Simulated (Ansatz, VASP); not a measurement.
**One calculation of InCuO, two programs**

```
In Cu O
1.0
     4.08138    0.00000    0.00000
    -2.04069    3.53458    0.00000
     0.00000    0.00000    3.29916
In Cu O
1 1 1
Cartesian
  0.0000 0.0000 0.0000
  2.0407 1.1782 1.6496
  0.0000 2.3564 1.6496
```

Change from the starting cell: species swapped into the DyAlGa type (P-6m2, No. 187).

Alike in both runs: task single point; functional PBE; k mesh 6 × 6 × 6; occupations gaussian, width 0.1 eV; collinear spin.

|  | VASP | Ansatz |
| --- | --- | --- |
| version | VASP 6.6.1 | Ansatz 0.2.0 |
| potentials or method | VASP PAW PBE potentials, release 64 (In_d, Cu, O), cutoff 520 eV | scalar-relativistic, plane waves, PAW |
| valence electrons in the cell | 30 | 38 |

```csv
,VASP,Ansatz,Ansatz less VASP
gap on the k mesh at the Fermi level (eV),none,none,-
pressure (GPa),-8.9,-8.9,-0.04
"traceless stress, the component that is largest in VASP (GPa)",9.64,9.67,+0.027
net moment per atom (μB),0.00,0.00,0.000
```

A gap of «none» marks a metal or a gap that the smearing closes. With one functional, cell and mesh, what is left measures potentials, basis and numerics. VASP's potentials hold 30 valence electrons a cell and Ansatz's 38, so a difference there can come from the potentials and not from the codes. Ansatz's warnings: seeded moment not kept.
